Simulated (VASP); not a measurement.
Here is a VASP 6.6.1 calculation.

Contents of POSCAR:

```
CsCl
1.0
    4.3589806992      0.0000000000      0.0000000000
    0.0000000000      4.3589806992      0.0000000000
    0.0000000000      0.0000000000      4.3589806992
Cs Cl
1 1
Direct
    0.0000000000      0.0000000000      0.0000000000
    0.5000000000      0.5000000000      0.5000000000
```

The input INCAR.step1:

```
ALGO = Normal
EDIFF = 1E-5
ENCUT = 400
GGA = PE
GGA_COMPAT = False
ISIF = 2
ISMEAR = 0
LASPH = True
LREAL = False
LWAVE = True
NBANDS = 15
NELM = 120
PREC = Accurate
SIGMA = 0.01
```

INCAR.step2

```
ALGO = Normal
EDIFF = 1E-6
ENCUT = 400
GGA = PE
GGA_COMPAT = False
HFSCREEN = 0.2079
ISIF = 2
ISMEAR = 0
ISTART = 1
LASPH = True
LCHARG = True
LELF = True
LHFCALC = True
LREAL = False
LVHAR = True
LWAVE = False
NBANDS = 15
NELM = 120
PREC = Accurate
PRECFOCK = Normal
SIGMA = 0.01
```

File KPOINTS:

```
k-points
0
Gamma
  4 4 4
```

Potentials or basis: VASP PAW PBE potentials, release 64 (Cs_sv, Cl).

Launch:

```console
$ cat potpaw_PBE.64/Cs_sv/POTCAR potpaw_PBE.64/Cl/POTCAR > POTCAR
$ cp INCAR.step1 INCAR
$ mpirun -np 1 vasp_std > vasp.out
$ cp INCAR.step2 INCAR
$ mpirun -np 1 vasp_std > vasp.out
```

**Question.** Predict the band gap on the k mesh.

**Answer.** 5.84 eV, indirect (the least direct gap lies 4.0 meV higher).

**Question.** What does it give for the pressure?

**Answer.** -1.5 GPa.

Caveat: the cell differs from its parent crystal (strain +5.4%); the PAW data sets were made with another functional, which shifts forces and pressure a little; spin-orbit coupling is left out, which moves the levels of the heavy elements.
